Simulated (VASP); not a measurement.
# TiW14 (a cell with a defect): single point with PBE+D3(BJ)

TiW14 (a cell with a defect):

```
CELL_PARAMETERS angstrom
6.32000 0.00000 0.00000
0.00000 6.32000 0.00000
0.00000 0.00000 6.32000
ATOMIC_POSITIONS crystal
Ti 0.24209 0.75791 0.75791
W 0.50413 0.00177 0.00177
W 0.99823 0.49587 0.00177
W 0.99823 0.00177 0.49587
W 0.24602 0.24446 0.24446
W 0.49914 0.50086 0.99928
W 0.49914 0.99928 0.50086
W 0.75048 0.24952 0.24952
W 0.00072 0.50086 0.50086
W 0.24925 0.75075 0.24941
W 0.24925 0.24941 0.75075
W 0.50166 0.49834 0.49834
W 0.75554 0.75398 0.24446
W 0.75554 0.24446 0.75398
W 0.75059 0.75075 0.75075
```

- Program: VASP 6.6.1
- Task: single point
- Functional: PBE
- Dispersion: D3(BJ)
- Potentials or basis: VASP PAW PBE potentials, release 64 (Ti_sv, W_sv)
- Cutoff: 520 eV
- k mesh: 3 × 3 × 3
- Occupations: fermi-dirac, width 0.1 eV
- Spin: no spin polarisation

| Property | Result |
| --- | --- |
| Pressure | -6.3 GPa |
| Largest force | 0.030 eV/Å |
| Band gap on the k mesh | zero (band 104 reaches 10.38 eV, above the bottom of band 105 at 9.46 eV) |
| Dispersion energy per atom | -0.651 eV |

Forces in eV/Å, atoms in the order of the input:
```
Ti  -0.010  0.010  0.010
W   -0.026 -0.010 -0.010
W    0.010  0.026 -0.010
W    0.010 -0.010  0.026
W   -0.010 -0.005 -0.005
W    0.000  0.000 -0.004
W    0.000 -0.004  0.000
W    0.008 -0.008 -0.008
W    0.004  0.000  0.000
W   -0.005  0.005 -0.013
W   -0.005 -0.013  0.005
W    0.001 -0.001 -0.001
W    0.005  0.010 -0.005
W    0.005 -0.005  0.010
W    0.013  0.005  0.005
```

Stress tensor (GPa, compression positive):
```
-6.31  0.37  0.37
 0.37 -6.31 -0.37
 0.37 -0.37 -6.31
```

Levels at points of the mesh, in eV from the Fermi level:
```tsv
k point	band 102	band 103	band 104	band 105	band 106	band 107
(0.00, 0.00, 0.00)	-0.02	0.29	0.29	0.35	1.12	1.12
```

Run time: 8.4 min on 1 thread of Intel Xeon 6975P-C, with other jobs on the host, peak memory 0.39 GiB.

Caveat: spin-orbit coupling is left out, which moves the levels of the heavy elements.
